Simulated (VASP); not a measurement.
# Ga11CuP12 (a cell with a defect) in VASP: further runs

The runs below take Ga11CuP12 (a cell with a defect) through relaxation of the atoms, single point, with PBEsol+U.

Program: VASP 6.6.1. These are calculated values, not measurements. Logs are shortened: lines on timing, memory, paths and dates and some standing lists are left out, and cuts for length are marked.

### 1 The cell of the first run

The cell holds a defect, 24 atoms: a = 11.562 Å, b = 7.708 Å, c = 7.708 Å, α = 60.00°, β = 60.00°, γ = 60.00°.

### 2 Relaxation of the atoms, PBEsol+U, collinear spin (atoms moved at random)

INCAR reads:

```
SYSTEM = Ga11CuP12
ALGO     = Normal         ! electronic algorithm
EDIFF    = 1E-5           ! SCF threshold, eV
EDIFFG   = -0.03          ! ionic threshold
ENCUT    = 350            ! plane-wave cutoff, eV
GGA      = PS             ! functional
IBRION   = 2              ! ionic algorithm
ISIF     = 2              ! what is computed and relaxed
ISMEAR   = 0              ! smearing method
ISPIN    = 2              ! spin polarisation
ISYM     = 0            
KPAR     = 2            
LASPH    = .True.         ! aspherical terms in the spheres
LCHARG   = .False.        ! write CHGCAR
LDAU     = .True.         ! DFT+U
LDAUJ    = 0 0 0        
LDAUL    = 2 -1 -1        ! shell
LDAUPRINT= 1            
LDAUTYPE = 2            
LDAUU    = 5 0 0          ! U, eV
LMAXMIX  = 4              ! l up to which the mixer works
LORBIT   = 11             ! projections on sites
LREAL    = Auto         
LWAVE    = .False.        ! write WAVECAR
MAGMOM   = 2 0 0 0 0 0 0 0 0 0 0 0 0 0 0 0 0 0 0 0 0 0 0 0 ! initial moments
NELM     = 120            ! most SCF steps
NSW      = 60             ! ionic steps
NUPDOWN  = 2              ! fixed moment
PREC     = Accurate       ! precision mode
SIGMA    = 0.03           ! smearing width, eV
```

KPOINTS reads:

```
k-points
0
Gamma
  2 2 2
  0 0 0
```

POSCAR reads:

```
Ga11CuP12
1.0
    0.0000000000      8.1757500000      8.1757500000
    5.4505000000      0.0000000000      5.4505000000
    5.4505000000      5.4505000000      0.0000000000
Cu Ga P
1 11 12
Direct
    0.0026930000     -0.0047340000      0.0007280000
    0.0009220000      0.0002220000      0.4963760000
   -0.0007640000      0.5039300000      0.0036800000
   -0.0011640000      0.5027790000      0.5014520000
    0.3342000000      0.0014640000      0.0000180000
    0.3336790000     -0.0080660000      0.5035100000
    0.3323630000      0.5015690000     -0.0026530000
    0.3299620000      0.5011110000      0.5077810000
    0.6610100000     -0.0042580000      0.0009000000
    0.6665240000     -0.0034350000      0.5093560000
    0.6629180000      0.4937850000      0.0083040000
    0.6620210000      0.4877440000      0.5107610000
    0.0859520000      0.1264460000      0.1227270000
    0.0822150000      0.1276490000      0.6260730000
    0.0857930000      0.6223590000      0.1188970000
    0.0834510000      0.6285630000      0.6228760000
    0.4144330000      0.1267200000      0.1276620000
    0.4181430000      0.1173550000      0.6268260000
    0.4123750000      0.6286000000      0.1250570000
    0.4165950000      0.6312330000      0.6160590000
    0.7496850000      0.1217200000      0.1322110000
    0.7497820000      0.1272970000      0.6257210000
    0.7478970000      0.6331200000      0.1283070000
    0.7461250000      0.6241690000      0.6249840000
```

Potentials or basis: VASP PAW PBE potentials, release 64 (Cu, Ga_d, P).

Run with:

```
cat potpaw_PBE.64/Cu/POTCAR potpaw_PBE.64/Ga_d/POTCAR potpaw_PBE.64/P/POTCAR > POTCAR
mpirun -np 4 vasp_std > vasp.out
```

OUTCAR:

```text
SYSTEM = Ga11CuP12
   EDIFF = 1E-5
   EDIFFG = -0.03
   ENCUT = 350
   GGA = PS
   IBRION = 2
   ISIF = 2
   ISMEAR = 0
   ISPIN = 2
   ISYM = 0
   LASPH = .True.
   LORBIT = 11
   LREAL = Auto
   NELM = 120
   NSW = 60
   NUPDOWN = 2
   PREC = Accurate

 ion  position               nearest neighbor table
   1  0.003  0.995  0.001-  15 2.35  14 2.36  13 2.38  21 2.39
   2  0.001  0.000  0.496-  16 2.34  13 2.35  22 2.37  14 2.39
   3  0.999  0.504  0.004-  15 2.29  23 2.37  13 2.38  16 2.40
   4  0.999  0.503  0.501-  16 2.35  14 2.36  24 2.39  15 2.41
   5  0.334  0.001  0.000-  13 2.34  19 2.35  17 2.35  18 2.35
   6  0.334  0.992  0.504-  20 2.27  18 2.36  17 2.37  14 2.37
[... 16 lines left out ...]
  23  0.748  0.633  0.128-   9 2.28   3 2.37  12 2.41  11 2.44
  24  0.746  0.624  0.625-  10 2.35  12 2.37   4 2.39  11 2.41

IMPORTANT INFORMATION: All symmetrisations will be switched off!
NOSYMM: (Re-)initialisation of all symmetry stuff for point group C_1.

----------------------------------------------------------------------------------------

                                     Primitive cell

  volume of cell :     485.7695

  direct lattice vectors                    reciprocal lattice vectors
     0.000000000  8.175750000  8.175750000    -0.061156469  0.061156469  0.061156469
     5.450500000  0.000000000  5.450500000     0.091734703 -0.091734703  0.091734703
     5.450500000  5.450500000  0.000000000     0.091734703  0.091734703 -0.091734703

  length of vectors
    11.562256533  7.708171022  7.708171022     0.105926111  0.158889167  0.158889167

  position of ions in fractional coordinates (direct lattice)
     0.002693000  0.995266000  0.000728000
     0.000922000  0.000222000  0.496376000
     0.999236000  0.503930000  0.003680000
     0.998836000  0.502779000  0.501452000
     0.334200000  0.001464000  0.000018000
     0.333679000  0.991934000  0.503510000
[... 16 lines left out ...]
     0.747897000  0.633120000  0.128307000
     0.746125000  0.624169000  0.624984000

  ion indices of the primitive-cell ions
   primitive index   ion index
                 1           1
                 2           2
                 3           3
                 4           4
                 5           5
                 6           6
[... 16 lines left out ...]
                23          23
                24          24

----------------------------------------------------------------------------------------

 KPOINTS: k-points

Automatic generation of k-mesh.
 Grid dimensions read from file:
 generate k-points for:    2    2    2

 Generating k-lattice:

  Cartesian coordinates                     Fractional coordinates (reciprocal lattice)
    -0.030578234  0.030578234  0.030578234     0.500000000  0.000000000  0.000000000
     0.045867352 -0.045867352  0.045867352     0.000000000  0.500000000  0.000000000
     0.045867352  0.045867352 -0.045867352     0.000000000  0.000000000  0.500000000

  Length of vectors
     0.052963056  0.079444583  0.079444583

  Shift w.r.t. Gamma in fractional coordinates (k-lattice)
     0.000000000  0.000000000  0.000000000

 Subroutine IBZKPT returns following result:
 ===========================================

 Found      8 irreducible k-points:

 Following reciprocal coordinates:
            Coordinates               Weight
  0.000000  0.000000  0.000000      1.000000
[... 70 lines left out ...]

 number of electron     213.9999984 magnetization       2.0000000

 Free energy of the ion-electron system (eV)
  ---------------------------------------------------
  ext. energy  EPLUGINS =         0.00000000
  ---------------------------------------------------
  free energy    TOTEN  =      -115.02333241 eV

  energy without entropy =     -115.02125995  energy(sigma->0) =     -115.02229618

------------------------ aborting loop because EDIFF is reached ----------------------------------------

  FORCE on cell =-STRESS in cart. coord.  units (eV):
  Direction    XX          YY          ZZ          XY          YZ          ZX
  --------------------------------------------------------------------------------------
  -------------------------------------------------------------------------------------
  Total       -3.8189459     -4.1294073     -3.5650528     -1.9966438     -0.5755285      2.0202056
  in kB      -12.5957432    -13.6197150    -11.7583467     -6.5853808     -1.8982227      6.6630930
  external PRESSURE =     -12.6579350 kB  Pullay stress =       0.0000000 kB
[... 155 lines left out ...]
  FREE ENERGIE OF THE ION-ELECTRON SYSTEM (eV)
  ---------------------------------------------------
  free  energy   TOTEN  =      -115.3700564323 eV

  energy  without entropy=     -115.3683884954  energy(sigma->0) =     -115.36922246

[... ionic steps 4 to 9 ...]

--------------------------------------- Ionic step       10  -------------------------------------------

 number of electron     213.9999964 magnetization       2.0000001

------------------------ aborting loop because EDIFF is reached ----------------------------------------
[... 105 lines left out ...]
  FREE ENERGIE OF THE ION-ELECTRON SYSTEM (eV)
  ---------------------------------------------------
  free  energy   TOTEN  =      -115.4474716344 eV

  energy  without entropy=     -115.4473417031  energy(sigma->0) =     -115.44740667

atom =   1  type =  1  l = 2

 onsite density matrix

spin component  1

  0.9527  0.0011  0.0001 -0.0010 -0.0000
  0.0011  0.9525  0.0001  0.0011 -0.0000
  0.0001  0.0001  0.9437 -0.0000  0.0000
 -0.0010  0.0011 -0.0000  0.9527 -0.0001
 -0.0000 -0.0000  0.0000 -0.0001  0.9438

spin component  2

  0.8937 -0.0069 -0.0018  0.0074 -0.0003
 -0.0069  0.8928 -0.0016 -0.0068  0.0022
 -0.0018 -0.0016  0.9429  0.0013  0.0000
  0.0074 -0.0068  0.0013  0.8917  0.0015
 -0.0003  0.0022  0.0000  0.0015  0.9431

 occupancies and eigenvectors

  o =  0.8849  v =  0.0000  0.0000  0.0000  0.0000  0.0000 -0.4377  0.3408 -0.0228  0.8309 -0.0364      0.0000  0.0000  0.0000  0.0000  0.0000  0.0000  0.0000  0.0000  0.0000  0.0000
  o =  0.8861  v =  0.0000  0.0000  0.0000  0.0000  0.0000 -0.6584 -0.7500 -0.0410 -0.0392  0.0264      0.0000  0.0000  0.0000  0.0000  0.0000  0.0000  0.0000  0.0000  0.0000  0.0000
  o =  0.9069  v =  0.0000  0.0000  0.0000  0.0000  0.0000 -0.6116  0.5645  0.0145 -0.5540 -0.0153      0.0000  0.0000  0.0000  0.0000  0.0000  0.0000  0.0000  0.0000  0.0000  0.0000
  o =  0.9431  v =  0.0000  0.0000  0.0000  0.0000  0.0000  0.0287  0.0279 -0.9957 -0.0272 -0.0790      0.0000  0.0000  0.0000  0.0000  0.0000  0.0000  0.0000  0.0000  0.0000  0.0000
  o =  0.9432  v =  0.0000  0.0000  0.0000  0.0000  0.0000 -0.0057  0.0432 -0.0785  0.0208  0.9957      0.0000  0.0000  0.0000  0.0000  0.0000  0.0000  0.0000  0.0000  0.0000  0.0000
  o =  0.9437  v = -0.0096 -0.0064  0.9084 -0.0009 -0.4179  0.0000  0.0000  0.0000  0.0000  0.0000      0.0000  0.0000  0.0000  0.0000  0.0000  0.0000  0.0000  0.0000  0.0000  0.0000
  o =  0.9438  v = -0.0024 -0.0016  0.4179  0.0086  0.9085  0.0000  0.0000  0.0000  0.0000  0.0000      0.0000  0.0000  0.0000  0.0000  0.0000  0.0000  0.0000  0.0000  0.0000  0.0000
  o =  0.9505  v =  0.5524 -0.6261 -0.0002  0.5504 -0.0047  0.0000  0.0000  0.0000  0.0000  0.0000      0.0000  0.0000  0.0000  0.0000  0.0000  0.0000  0.0000  0.0000  0.0000  0.0000
  o =  0.9537  v = -0.6540  0.0840 -0.0079  0.7518 -0.0051  0.0000  0.0000  0.0000  0.0000  0.0000      0.0000  0.0000  0.0000  0.0000  0.0000  0.0000  0.0000  0.0000  0.0000  0.0000
  o =  0.9537  v =  0.5168  0.7752  0.0090  0.3631 -0.0048  0.0000  0.0000  0.0000  0.0000  0.0000      0.0000  0.0000  0.0000  0.0000  0.0000  0.0000  0.0000  0.0000  0.0000  0.0000

--------------------------------------- Ionic step       12  -------------------------------------------

 number of electron     213.9999953 magnetization       2.0000001

 Free energy of the ion-electron system (eV)
  ---------------------------------------------------
  ext. energy  EPLUGINS =         0.00000000
  ---------------------------------------------------
  free energy    TOTEN  =      -115.44833263 eV

  energy without entropy =     -115.44819595  energy(sigma->0) =     -115.44826429

 E-fermi :   4.1076     XC(G=0):  -9.9966

 val. band max:        4.7509888814   @ k =   0.0000   0.0000   0.0000
 cond. band min:       4.1604610239   @ k =   0.5000   0.0000   0.0000
 fundamental gap:     -0.5905278575
 Fermi energy:         4.9354733386

 spin component 1

 k-point     1 :       0.0000    0.0000    0.0000
  band No.  band energies     occupation
      1     -10.2092      1.00000
      2     -10.2060      1.00000
      3     -10.2053      1.00000
      4     -10.1877      1.00000
      5     -10.1842      1.00000
      6     -10.1700      1.00000
[... 965 lines left out ...]
    118       8.1496      0.00000
    119       8.3676      0.00000
 Fermi energy:         4.1076256790

 spin component 2

 k-point     1 :       0.0000    0.0000    0.0000
  band No.  band energies     occupation
      1     -10.2024      1.00000
      2     -10.1979      1.00000
      3     -10.1972      1.00000
      4     -10.1806      1.00000
      5     -10.1766      1.00000
      6     -10.1605      1.00000
[... 965 lines left out ...]
    118       8.2259      0.00000
    119       8.4280      0.00000
 [bands above 119 left out]

------------------------ aborting loop because EDIFF is reached ----------------------------------------

  FORCE on cell =-STRESS in cart. coord.  units (eV):
  Direction    XX          YY          ZZ          XY          YZ          ZX
  --------------------------------------------------------------------------------------
  -------------------------------------------------------------------------------------
  Total       -5.0183267     -4.9686755     -4.9192868      0.1047242     -0.0284082      0.0658558
  in kB      -16.5515713    -16.3878103    -16.2249152      0.3454039     -0.0936966      0.2172071
  external PRESSURE =     -16.3880989 kB  Pullay stress =       0.0000000 kB
[... 39 lines left out ...]
  FREE ENERGIE OF THE ION-ELECTRON SYSTEM (eV)
  ---------------------------------------------------
  free  energy   TOTEN  =      -115.4483326336 eV

  energy  without entropy=     -115.4481959483  energy(sigma->0) =     -115.44826429

 reached required accuracy - stopping structural energy minimisation

 total charge

# of ion       s       p       d       tot
------------------------------------------
    1        0.450   0.437   9.287  10.175
    2        0.865   0.839  10.007  11.711
    3        0.865   0.840  10.007  11.712
    4        0.865   0.839  10.007  11.711
    5        0.865   0.844  10.006  11.716
    6        0.862   0.849  10.007  11.719
[... 16 lines left out ...]
   23        1.016   1.504   0.000   2.520
   24        1.015   1.506   0.000   2.521
--------------------------------------------------
tot         22.185  27.632 119.367 169.184

 magnetization (x)

# of ion       s       p       d       tot
------------------------------------------
    1       -0.003   0.064   0.181   0.243
    2       -0.003   0.015   0.009   0.021
    3       -0.003   0.014   0.009   0.020
    4       -0.003   0.014   0.008   0.019
    5       -0.003   0.012   0.008   0.017
    6       -0.002   0.006   0.007   0.012
[... 16 lines left out ...]
   23        0.001   0.030   0.000   0.031
   24        0.001   0.027   0.000   0.028
--------------------------------------------------
tot          0.010   0.967   0.255   1.232
```

Run time: 54 min. Hardware: 4 MPI ranks of Intel Xeon Platinum 8488C (Sapphire Rapids), shared host; peak memory 0.47 GiB.

Results:

| Property | Result |
| --- | --- |
| Free energy | -115.4483 eV |
| Energy gained by relaxing | 17.7 meV/atom |
| Ionic steps | 12 |
| Pressure after relaxing | -1.6 GPa |
| Largest force after relaxing | 0.024 eV/Å |
| Net moment | 2.00 μB per cell |
| Site moments | Cu +0.24; Ga +0.02, +0.01 (each value once); P +0.16, +0.15, +0.01, +0.07, +0.04, +0.02, +0.10, +0.03 (each value once) μB |
| Valence electrons inside the program's atomic spheres | Cu 10.18; Ga 11.71, 11.72 (each value once); P 2.49, 2.53, 2.52, 2.50 (each value once) |

Forces on the atoms (eV/Å):
```
Cu   0.002  0.003  0.002
Ga  -0.002  0.000 -0.016
Ga  -0.006  0.004 -0.003
Ga  -0.003  0.006  0.000
Ga  -0.006  0.005 -0.002
Ga   0.000  0.003  0.003
Ga   0.004  0.011 -0.006
Ga  -0.001  0.002  0.015
Ga  -0.004 -0.007 -0.003
Ga   0.002 -0.010  0.005
Ga  -0.003 -0.009  0.001
Ga   0.008 -0.008  0.008
P   -0.012  0.012 -0.010
P    0.000  0.006 -0.003
P    0.006 -0.002  0.002
P   -0.012  0.010 -0.004
P   -0.009  0.003 -0.004
P    0.014 -0.002 -0.006
P   -0.004  0.006  0.007
P    0.008  0.005 -0.004
P    0.008 -0.020  0.009
P    0.008 -0.007 -0.008
P   -0.003 -0.017  0.006
P    0.009  0.004  0.012
```

Step by step:
```csv
step,energy change (eV),largest force (eV/Å),pressure (GPa)
1,0.0000,1.0827,-1.27
2,-0.3144,0.5267,-1.40
3,-0.3467,0.4083,-1.49
4,-0.3992,0.2397,-1.55
5,-0.4133,0.1942,-1.60
6,-0.4141,0.1919,-1.59
7,-0.4216,0.0540,-1.63
8,-0.4218,0.0683,-1.61
9,-0.4235,0.0329,-1.65
10,-0.4238,0.0335,-1.62
11,-0.4241,0.0392,-1.64
12,-0.4250,0.0237,-1.64
```

Final structure:
```cif
data_structure
_symmetry_space_group_name_H-M 'P 1'
_symmetry_Int_Tables_number 1
_cell_length_a 11.5623
_cell_length_b 7.7082
_cell_length_c 7.7082
_cell_angle_alpha 60.000
_cell_angle_beta 60.000
_cell_angle_gamma 60.000
_cell_volume 485.77
loop_
_atom_site_label
_atom_site_type_symbol
_atom_site_fract_x
_atom_site_fract_y
_atom_site_fract_z
_atom_site_occupancy
Cu1 Cu 0.99854 0.00066 0.00132 1
Ga1 Ga 0.00195 0.00249 0.49751 1
Ga2 Ga 0.00068 0.49921 0.00190 1
Ga3 Ga 0.00038 0.49863 0.49906 1
Ga4 Ga 0.32933 0.00183 0.00280 1
Ga5 Ga 0.32872 0.00177 0.50271 1
Ga6 Ga 0.32857 0.50268 0.00188 1
Ga7 Ga 0.33049 0.49942 0.50219 1
Ga8 Ga 0.66723 0.99996 0.00399 1
Ga9 Ga 0.66697 0.99854 0.49908 1
Ga10 Ga 0.66613 0.49305 0.00539 1
Ga11 Ga 0.66555 0.49755 0.50288 1
P1 P 0.08003 0.12272 0.12123 1
P2 P 0.08020 0.12207 0.63667 1
P3 P 0.07985 0.63604 0.12251 1
P4 P 0.08118 0.62653 0.62604 1
P5 P 0.41603 0.12568 0.12599 1
P6 P 0.41626 0.12353 0.62626 1
P7 P 0.41530 0.62491 0.12620 1
P8 P 0.41564 0.62476 0.62544 1
P9 P 0.75787 0.11822 0.12421 1
P10 P 0.75071 0.12197 0.62701 1
P11 P 0.74969 0.62306 0.12709 1
P12 P 0.74953 0.62207 0.62823 1
```

Eigenvalues of the final occupation matrices:
| site | spin | trace | eigenvalues |
| --- | --- | --- | --- |
| site 1 d | 1 | 4.75 | 0.94 0.94 0.95 0.95 0.95 |
| site 1 d | 2 | 4.56 | 0.88 0.89 0.91 0.94 0.94 |

Caveat: the k points lie up to 0.50 Å⁻¹ apart; the cell differs from its parent crystal (atoms moved at random); the cutoff is under 1.25 times the usual one of these potentials, so pressure, stress and relaxed cells hold a basis-set (Pulay) error; the PAW data sets were made with another functional, which shifts forces and pressure a little; the total moment is fixed, so each spin has its own Fermi level; the U is typed as a test and isn't derived for this compound.

(Continued in part 2 of 2.)
